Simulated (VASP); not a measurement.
# Re (P6_3/mmc) in VASP: further runs, part 2 of 2

VASP 6.6.1. The steps go on from the part before.

## Step 4: Relaxation of cell and atoms, PBE

This run uses another cell than the first one, of 14.70 Å³/atom, 0.983 times its volume.

File INCAR:

```
SYSTEM = Re
PREC = Accurate
ENCUT = 600
EDIFF = 1E-7
ISMEAR = 0
SIGMA = 0.05
LREAL = .FALSE.
LASPH = .TRUE.
NELM = 100
ALGO = Normal
ISIF = 3
LWAVE = .FALSE.
LCHARG = .FALSE.
GGA = PE
IBRION = 2
NSW = 80
EDIFFG = -0.01
```

File KPOINTS:

```
regular mesh
0
G
  18 18 10
  0 0 0
```

File POSCAR:

```
Re
1.0
    2.7600000000      0.0000000000      0.0000000000
   -1.3800000000      2.3902301144      0.0000000000
    0.0000000000      0.0000000000      4.4574000000
Re
2
Direct
    0.3333333333      0.6666666667      0.7500000000
    0.6666666667      0.3333333333      0.2500000000
```

Potentials or basis: VASP PAW PBE potentials, release 64 (Re).

Launch:

```console
$ cat potpaw_PBE.64/Re/POTCAR > POTCAR
$ mpirun -np 1 vasp_std > vasp.out
```

OUTCAR:

```text
SYSTEM = Re
   PREC = Accurate
   ENCUT = 600
   EDIFF = 1E-7
   ISMEAR = 0
   LREAL = .FALSE.
   LASPH = .TRUE.
   NELM = 100
   ISIF = 3
   GGA = PE
   IBRION = 2
   NSW = 80
   EDIFFG = -0.01

 ion  position               nearest neighbor table
   1  0.333  0.667  0.750-   2 2.74   2 2.74   2 2.74   2 2.74   2 2.74   2 2.74
   2  0.667  0.333  0.250-   1 2.74   1 2.74   1 2.74   1 2.74   1 2.74   1 2.74

  LATTYP: Found a hexagonal cell.
 ALAT       =     2.7600000000
 C/A-ratio  =     1.6150000000

  Lattice vectors:

 A1 = (   2.7600000000,   0.0000000000,   0.0000000000)
 A2 = (  -1.3800000000,   2.3902301144,   0.0000000000)
 A3 = (   0.0000000000,   0.0000000000,   4.4574000000)

Analysis of symmetry for initial positions (statically):
=====================================================================
 Subroutine PRICEL returns:
 Original cell was already a primitive cell.

 Routine SETGRP: Setting up the symmetry group for a
 hexagonal supercell.

 Subroutine GETGRP returns: Found 24 space group operations
 (whereof 12 operations were pure point group operations)
 out of a pool of 24 trial point group operations.

The static configuration has the point symmetry D_3d.
 The point group associated with its full space group is D_6h.

Analysis of symmetry for dynamics (positions and initial velocities):
=====================================================================
 Subroutine PRICEL returns:
 Original cell was already a primitive cell.

 Routine SETGRP: Setting up the symmetry group for a
 hexagonal supercell.

 Subroutine GETGRP returns: Found 24 space group operations
 (whereof 12 operations were pure point group operations)
 out of a pool of 24 trial point group operations.

The dynamic configuration has the point symmetry D_3d.
 The point group associated with its full space group is D_6h.

 Subroutine INISYM returns: Found 24 space group operations
 (whereof 12 operations are pure point group operations),
 and found     1 'primitive' translations

----------------------------------------------------------------------------------------

                                     Primitive cell

  volume of cell :      29.4056

  direct lattice vectors                    reciprocal lattice vectors
     2.760000000  0.000000000  0.000000000     0.362318841  0.209184880  0.000000000
    -1.380000000  2.390230114  0.000000000     0.000000000  0.418369760  0.000000000
     0.000000000  0.000000000  4.457400000     0.000000000  0.000000000  0.224346031

  length of vectors
     2.760000000  2.760000000  4.457400000     0.418369760  0.418369760  0.224346031

  position of ions in fractional coordinates (direct lattice)
     0.333333333  0.666666667  0.750000000
     0.666666667  0.333333333  0.250000000

  ion indices of the primitive-cell ions
   primitive index   ion index
                 1           1
                 2           2

----------------------------------------------------------------------------------------

 KPOINTS: regular mesh

Automatic generation of k-mesh.
 Grid dimensions read from file:
 generate k-points for:   18   18   10
[... 48 lines left out ...]
   total plane-waves  NPLWV =  20736
   dimension x,y,z NGX =    24 NGY =   24 NGZ =   36
   dimension x,y,z NGXF=    48 NGYF=   48 NGZF=   72
   ions per type =               2
   NGX,Y,Z   is equivalent  to a cutoff of  14.46, 14.46, 13.43 a.u.
   NGXF,Y,Z  is equivalent  to a cutoff of  28.91, 28.91, 26.85 a.u.
 SYSTEM =  Re
   PREC   = accura    normal or accurate (medium, high low for compatibility)
   ISTART =      0    job   : 0-new  1-cont  2-samecut
   ICHARG =      2    charge: 1-file 2-atom 10-const
   ISPIN  =      1    spin polarized calculation?
   LNONCOLLINEAR =      F non collinear calculations
   LSORBIT =      F    spin-orbit coupling
   LASPH  =      T    aspherical Exc in radial PAW
   ENCUT  =  600.0 eV  44.10 Ry    6.64 a.u.   5.51  5.51  8.90*2*pi/ulx,y,z
   NELM   =    100;   NELMIN=  2; NELMDL= -5     # of ELM steps
   EDIFF  = 0.1E-06   stopping-criterion for ELM
   LREAL  =      F    real-space projection
   EDIFFG = -.1E-01   stopping-criterion for IOM
   NSW    =     80    number of steps for IOM
   IBRION =      2    ionic relax: 0-MD 1-quasi-New 2-CG
   NFREE  =      1    steps in history (QN), initial steepest desc. (CG)
   ISIF   =      3    stress and relaxation
   ISYM   =      2    0-nonsym 1-usesym 2-fastsym
   POTIM  = 0.5000    time-step for ionic-motion
   TEBEG  =    0.0;   TEEND  =   0.0 temperature during run
   PSTRESS=    0.0 pullay stress
   NELECT =      14.0000    total number of electrons
   NUPDOWN=      -1.0000    fix difference up-down
   EMIN   =  10.00;   EMAX   =-10.00  energy-range for DOS
   EFERMI =   0.00;   METHOD = LEGACY
   ISMEAR =     0;   SIGMA  =   0.05  broadening in eV -4-tet -1-fermi 0-gaus
   EFERMI_NEDOS =   21; number of points for ismear=-14 and -15
   IALGO  =     38    algorithm
   IMIX   =      4    mixing-type and parameters
     AMIX     =   0.40;   BMIX     =  1.00
     AMIX_MAG =   1.60;   BMIX_MAG =  1.00
  volume/ion in A,a.u.               =      14.70        99.22
  Fermi-wavevector in a.u.,A,eV,Ry     =   1.278323  2.415681 22.233423  1.634110
  Thomas-Fermi vector in A             =   2.410873
   LORBIT       =      0    0 simple, 1 ext, 2 COOP (PROOUT), +10 PAW based schemes
   GGA     = PE    functional components
   LHFCALC =     F    Hartree Fock is set to
   AEXX    =    0.0000 exact exchange contribution
   IVDW    =     0    specifies the selected vdW correction
   LEPSILON=     F    determine dielectric tensor
   LRPA    =     F    only Hartree local field effects (RPA)
 conjugate gradient relaxation of ions
 non-spin polarized calculation
 Gauss-broadening in eV      SIGMA  =   0.05
  energy-cutoff  :      600.00
  volume of cell :       29.41
 maximum number of plane-waves:      1014
 NGX is ok and might be reduce to    24
   NGX = 11   NGY = 11   NGZ = 17

--------------------------------------- Ionic step        1  -------------------------------------------

 number of electron      14.0000000 magnetization

 Free energy of the ion-electron system (eV)
  ---------------------------------------------------
  ext. energy  EPLUGINS =         0.00000000
  ---------------------------------------------------
  free energy    TOTEN  =       -24.84488037 eV

  energy without entropy =      -24.84289361  energy(sigma->0) =      -24.84388699

------------------------ aborting loop because EDIFF is reached ----------------------------------------

  FORCE on cell =-STRESS in cart. coord.  units (eV):
  Direction    XX          YY          ZZ          XY          YZ          ZX
  --------------------------------------------------------------------------------------
  -------------------------------------------------------------------------------------
  Total        1.0671822      1.0671822      1.1685076     -0.0000000      0.0000000     -0.0000000
  in kB       58.1458512     58.1458512     63.6666076     -0.0000000      0.0000000     -0.0000000
  external PRESSURE =      59.9861034 kB  Pullay stress =       0.0000000 kB
[... 95 lines left out ...]
--------------------------------------- Ionic step        4  -------------------------------------------

 number of electron      14.0000000 magnetization

 Free energy of the ion-electron system (eV)
  ---------------------------------------------------
  ext. energy  EPLUGINS =         0.00000000
  ---------------------------------------------------
  free energy    TOTEN  =       -24.85351773 eV

  energy without entropy =      -24.85148231  energy(sigma->0) =      -24.85250002

 E-fermi :   7.6843     XC(G=0): -13.6493

 val. band max:        7.6832502106   @ k =   0.1667   0.0556   0.1000
 cond. band min:       7.6959378566   @ k =   0.3333   0.1667   0.4000
 fundamental gap:      0.0126876460
 Fermi energy:         7.6843415333

 k-point     1 :       0.0000    0.0000    0.0000
  band No.  band energies     occupation
      1      -2.0606      2.00000
      2       1.1879      2.00000
      3       6.1541      2.00000
      4       6.1643      2.00000
      5       6.1643      2.00000
      6       6.9792      2.00000
      7       6.9792      2.00000
      8       7.8940      0.00000
      9       7.8940      0.00000
     10       8.2852      0.00000
     11      10.9986      0.00000
[... 309 lines left out ...]
 k-point    24 :       0.3889    0.1111    0.0000
  band No.  band energies     occupation
      1       2.2102      2.00000
      2       2.3528      2.00000
      3       2.6798      2.00000
      4       5.4342      2.00000
      5       5.6668      2.00000
      6       6.3453      2.00000
      7       7.0832      2.00000
      8      10.8366      0.00000
      9      11.4239      0.00000
     10      11.6958      0.00000
     11      13.2188      0.00000

 [... further k-points ...]
[... 5 lines left out ...]
  --------------------------------------------------------------------------------------
  -------------------------------------------------------------------------------------
  Total       -0.0088287     -0.0088287      0.0144816     -0.0000000     -0.0000000      0.0000000
  in kB       -0.4736339     -0.4736339      0.7768929     -0.0000000     -0.0000000      0.0000000
  external PRESSURE =      -0.0567917 kB  Pullay stress =       0.0000000 kB
[... 17 lines left out ...]
  FREE ENERGIE OF THE ION-ELECTRON SYSTEM (eV)
  ---------------------------------------------------
  free  energy   TOTEN  =       -24.8535177298 eV

  energy  without entropy=      -24.8514823080  energy(sigma->0) =      -24.85250002

 reached required accuracy - stopping structural energy minimisation
```

OSZICAR:

```text
N       E                     dE             d eps       ncg     rms          rms(c)
DAV:   1     0.356445579615E+02    0.35645E+02   -0.74169E+03  8514   0.173E+03
DAV:   2    -0.184522356002E+02   -0.54097E+02   -0.46285E+02  7589   0.329E+02
[... 35 lines left out ...]
   3 F= -.24853509E+02 E0= -.24852491E+02  d E =-.862910E-02
       N       E                     dE             d eps       ncg     rms          rms(c)
DAV:   1    -0.248535206757E+02   -0.11237E-04   -0.66687E-04  5030   0.165E+00    0.765E-02
DAV:   2    -0.248535181481E+02    0.25277E-05   -0.78966E-06  8255   0.996E-02    0.269E-02
DAV:   3    -0.248535176479E+02    0.50016E-06   -0.30697E-06  8158   0.629E-02    0.378E-03
DAV:   4    -0.248535177298E+02   -0.81875E-07   -0.11386E-08  2994   0.422E-03
   4 F= -.24853518E+02 E0= -.24852500E+02  d E =-.863736E-02
```

Wall time 8.8 min (1 thread of AMD EPYC 7R13, shared host); peak memory 0.21 GiB.

Results:

```yaml
Free_energy: -24.8535 eV
Relaxed_volume: 14.93 Å³/atom
Relaxed_cell: a = 2.774 Å, b = 2.774 Å, c = 4.482 Å, α = 90.00°, β = 90.00°, γ = 120.00°
Space_group_after_relaxing_to_0.05_Å: P6_3/mmc (No. 194)
Energy_gained_by_relaxing: 4.3 meV/atom
Ionic_steps: 4
Pressure_after_relaxing: 0.0 GPa
Band_gap_on_the_k_mesh: zero (band 7 reaches 9.12 eV, above the bottom of band 8 at 6.04 eV)
```

Step by step:
```csv
step,energy change (eV),largest force (eV/Å),pressure (GPa),volume (Å³)
1,0.0000,0.0000,6.00,29.41
2,0.1232,0.0000,-20.41,31.81
3,-0.0086,0.0000,-0.17,29.88
4,-0.0086,0.0000,-0.01,29.87
```

Final structure:
```
Re
1.0
     2.77387    0.00000    0.00000
    -1.38693    2.40224    0.00000
     0.00000    0.00000    4.48192
Re
2
Direct
  0.33333 0.66667 0.75000
  0.66667 0.33333 0.25000
```

Caveat: spin-orbit coupling is left out, which moves the levels of the heavy elements.
